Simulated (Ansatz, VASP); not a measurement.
Rb4BaSe3: VASP beside Ansatz

```
Rb Ba Se
1.0
    -4.65259    4.65259    6.82567
     4.65259   -4.65259    6.82567
     4.65259    4.65259   -6.82567
Rb Ba Se
8 2 6
Direct
  0.29831 0.50050 0.50000
  0.99950 0.20169 0.50000
  0.00050 0.79831 0.50000
  0.70169 0.49950 0.50000
  0.79831 0.29831 0.79780
  0.49950 0.99950 0.79780
  0.50050 0.00050 0.20220
  0.20169 0.70169 0.20220
  0.00000 0.00000 0.00000
  0.50000 0.50000 0.00000
  0.33962 0.16038 0.50000
  0.66038 0.83962 0.50000
  0.75000 0.75000 0.00000
  0.25000 0.25000 0.00000
  0.83962 0.33962 0.17924
  0.16038 0.66038 0.82076
```

Alike in both runs: task single point; functional PBE; k mesh 4 × 4 × 4; occupations gaussian, width 0.02 eV; no spin polarisation.

|  | VASP | Ansatz |
| --- | --- | --- |
| version | VASP 6.6.1 | Ansatz 0.2.0 |
| potentials or method | VASP PAW PBE potentials, release 64 (Rb_sv, Ba_sv, Se), cutoff 500 eV | scalar-relativistic, plane waves, PAW |
| valence electrons in the cell | 128 | 188 |

Ansatz gave:

- gap on the k mesh at the Fermi level (eV): 1.78
- least direct gap on the mesh (eV): 1.78
- pressure (GPa): 0.0
- rms of the force components (eV/Å): 0.003

Estimate VASP's values.

gap on the k mesh at the Fermi level (eV): 1.76; least direct gap on the mesh (eV): 1.76; pressure (GPa): 0.2; rms of the force components (eV/Å): 0.009.

Atom by atom the forces differ by 0.006 eV/Å (rms over components). The functional is the same, so the differences come from potentials, cutoffs and numerics. VASP's potentials hold 128 valence electrons a cell and Ansatz's 188, so a difference there can come from the potentials and not from the codes. Ansatz's warnings: k point list ram cut.

Neither program's run includes spin-orbit coupling.
